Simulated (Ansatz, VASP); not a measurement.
# PbO in VASP and in Ansatz

INCAR

```
ALGO = Normal ; EDIFF = 1E-8
ENCUT = 520 ; GGA = CA
ISIF = 2 ; ISMEAR = -1
LASPH = T ; LCHARG = F
LEFG = T ; LREAL = F
LWAVE = F ; NBANDS = 28
NELM = 60 ; PREC = Accurate
SIGMA = 0.03
```

Contents of KPOINTS:

```
k-points
0
Gamma
  7 7 6
```

File POSCAR:

```
PbO
1.0
    4.0267007345      0.0000000000      0.0000000000
    0.0000000000      4.0267007345      0.0000000000
    0.0000000000      0.0000000000      5.0880865260
Pb O
2 2
Direct
    0.0000000000      0.5000000000      0.2351000000
    0.5000000000      0.0000000000      0.7649000000
    0.0000000000      0.0000000000      0.0000000000
    0.5000000000      0.5000000000      0.0000000000
```

Input for Ansatz:

```yaml
crystal:
  lattice:
    - [4.0267007345, 0.0, 0.0]
    - [0.0, 4.0267007345, 0.0]
    - [0.0, 0.0, 5.088086526]
  atoms:
    - { symbol: Pb, position: [0.0, 0.5, 0.2351] }
    - { symbol: Pb, position: [0.5, 0.0, 0.7649] }
    - { symbol: O, position: [0.0, 0.0, 0.0] }
    - { symbol: O, position: [0.5, 0.5, 0.0] }
kpoints:
  mp_grid: { grid: [7, 7, 6] }
scf:
  occupations: { method: fermi_dirac, width: 0.03 }
hamiltonian:
  xc: lda
  pseudopotentials: { kind: all_electron, datasets: crystal }
output:
  forces: true
  stress: true
  eigenvalues: true
  efg: { contact_densities: true }
```

Change from the starting cell: volume scaled by 1.04, crystal datasets.

Alike in both runs: task electric field gradients; functional LDA; k mesh 7 × 7 × 6; occupations fermi-dirac, width 0.03 eV; no spin polarisation.

|  | VASP | Ansatz |
| --- | --- | --- |
| version | VASP 6.6.1 | Ansatz 0.2.0 |
| potentials or method | VASP PAW LDA potentials, release 64 (Pb_d, O), cutoff 520 eV | all-electron PAW with datasets made for the crystal, scalar-relativistic |

VASP gave:

| Property | Result |
| --- | --- |
| gap on the k mesh at the Fermi level (eV) | 1.49 |
| pressure (GPa) | -4.6 |
| traceless stress, the component that is largest in VASP (GPa) | 0.67 |
| rms of the force components (eV/Å) | 0.246 |
| size of Vzz on the site where it differs most (V/Å²) | 212.5 |

Which values does Ansatz return?

gap on the k mesh at the Fermi level (eV): 1.51; pressure (GPa): -4.7; traceless stress, the component that is largest in VASP (GPa): 0.66; rms of the force components (eV/Å): 0.271; size of Vzz on the site where it differs most (V/Å²): 197.6.

LDA's correlation is that of Perdew and Zunger in VASP and of Perdew and Wang (1992) in Ansatz. Atom by atom the forces differ by 0.025 eV/Å (rms over components). Ansatz ran all-electron here, and VASP with PAW potentials.

Spin-orbit coupling is off throughout.
